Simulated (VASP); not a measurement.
Input of a VASP 6.6.1 run:

INCAR

```
SYSTEM = H6C2O
PREC = Accurate ; ENCUT = 520
EDIFF = 1E-7 ; ISMEAR = -1
SIGMA = 0.02 ; LREAL = Auto
LASPH = .TRUE. ; NELM = 100
ALGO = Normal ; ISIF = 2
LWAVE = .FALSE. ; LCHARG = .FALSE.
GGA = PE ; IVDW = 12
NBANDS = 64
```

The input KPOINTS:

```
Automatic mesh
0
G
  1 1 1
  0 0 0
```

The input POSCAR:

```
H6C2O
1.0
    7.0419250000      0.0000000000      0.0000000000
    0.0000000000      7.0419250000      0.0000000000
    0.0000000000      0.0000000000      7.0419250000
C O H
8 4 24
Direct
    0.6608704296      0.0327609283      0.9529922571
    0.6081007679      0.1726800555      1.1071830501
    0.6467407705      0.4962421497      0.5181821732
    0.4925357768      0.6333211444      0.4557844623
    0.2307749657      0.1651821057      0.5653709746
    0.0369501237      0.0761581528      0.5280232323
    0.0516194080      0.5317864078     -0.0391938284
    0.1566617083      0.7186387245     -0.0826194542
    0.4005580860      0.1536227665      1.1243374503
    0.3693308293      0.5332064741      0.3313014552
    0.0327041256     -0.1148265567      0.4660373406
    0.1801496040      0.7965009568      0.1078114294
    0.3539089099      0.2719568868      1.1608615542
    0.6750710921      0.1408421703      1.2495446913
    0.6368855107      0.3256069896      1.0842631809
    0.8085857205      0.0120421618      0.9211543719
    0.6047068096     -0.1041334578      0.9857389847
    0.5907901604      0.0740422541      0.8176031412
    0.2980861057      0.6368287081      0.2630672721
    0.4075306113      0.6954632434      0.5694465647
    0.5490828147      0.7571651218      0.3698704545
    0.7060711382      0.5729399276      0.6383765803
    0.5759362674      0.3587371351      0.5751268297
    0.7586561913      0.4641486525      0.4166474366
    0.0671691334     -0.1209754435      0.3377911580
   -0.0391228251      0.0911398517      0.6700582582
   -0.0499863319      0.1788147417      0.4352361038
    0.2284886590      0.3193870994      0.5844282636
    0.3229372650      0.0892937656      0.6752415000
    0.3185634610      0.1566759089      0.4179538975
    0.2539788481      0.9184562460      0.0863258271
    0.2964246282      0.6880078956     -0.1358577378
    0.0778622323      0.8076058748     -0.1803484133
   -0.0033939583      0.4517372735     -0.1712031866
    0.1379878371      0.4272837328      0.0423889774
   -0.0678365646      0.5779243602      0.0489638842
```

Potentials or basis: VASP PAW PBE potentials, release 64 (C, O, H).

Launch:

```sh
$ cat potpaw_PBE.64/C/POTCAR potpaw_PBE.64/O/POTCAR potpaw_PBE.64/H/POTCAR > POTCAR
$ mpirun -np 1 vasp_gam > vasp.out
```

Question: Predict the largest force.

Answer: 3.727 eV/Å.

Question: Predict the band gap on the k mesh.

Answer: 4.90 eV.

Question: What does it give for the pressure?

Answer: -1.1 GPa.

Forces on the atoms (eV/Å):
```
C   -0.446  1.056 -0.880
C   -0.517 -0.102  0.913
C   -1.308 -0.337  1.581
C    0.618  0.153 -1.688
C    2.434 -1.094 -2.601
C   -1.074  1.916  1.257
C   -0.434 -0.653 -1.408
C   -0.422 -2.017  1.262
O    1.323 -2.152 -0.842
O   -1.148  0.574 -1.077
O   -0.642  0.337  2.497
O    0.807  2.143 -0.858
H   -0.805  2.281  0.927
H   -0.321 -0.145 -0.718
H    0.186 -0.326 -0.479
H    0.864  0.218  0.161
H   -0.414 -1.037  0.488
H    0.232  0.021  0.304
H    0.149 -0.871  0.134
H    0.092 -0.060  0.600
H    0.211 -0.468  0.730
H    0.758 -0.272  0.465
H    0.843  1.345 -0.636
H   -0.056  0.025 -0.301
H    0.600 -0.220 -2.259
H    0.110 -0.697 -0.893
H    0.721 -0.947  0.308
H   -0.322 -0.026  0.450
H   -1.000  0.632 -0.705
H   -1.119 -0.141  2.295
H   -0.396 -0.703  0.681
H    0.721  0.000 -0.593
H   -0.233  0.442 -0.057
H    0.489  0.949  1.156
H   -0.175  0.557 -0.247
H   -0.325 -0.380  0.035
```

Caveat: the k points lie up to 0.89 Å⁻¹ apart, too coarse for converged energies, forces and pressures; the atoms stand as in a frame of molecular dynamics.
